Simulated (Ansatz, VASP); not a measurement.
# Two plane-wave programs on InP2

```
CELL_PARAMETERS angstrom
3.99237 0.00000 0.00000
-1.99619 3.45750 0.00000
0.00000 0.00000 5.07365
ATOMIC_POSITIONS crystal
In 0.00000 0.00000 0.00000
P 0.66667 0.33333 0.70564
P 0.66667 0.33333 0.29436
```

Alike in both runs: functional PBE; k mesh 12 × 12 × 10; occupations gaussian, width 0.1 eV; no spin polarisation.

Ansatz relaxed the structure, and its values are those at the end. VASP's run is a single point on that final structure, the one shown.

```csv
,VASP,Ansatz
version,VASP 6.6.1,Ansatz 0.2.0
potentials or method,"VASP PAW PBE potentials, release 64 (In_d, P), cutoff 520 eV","scalar-relativistic, plane waves, PAW"
valence electrons in the cell,23,23
```

```csv
,VASP,Ansatz,Ansatz less VASP
gap on the k mesh at the Fermi level (eV),none,none,-
pressure (GPa),-0.1,0.0,+0.11
rms of the force components (eV/Å),0.026,0.000,-0.0261
```

A gap of «none» marks a metal or a gap that the smearing closes. The functional is the same, so the differences come from potentials, cutoffs and numerics.
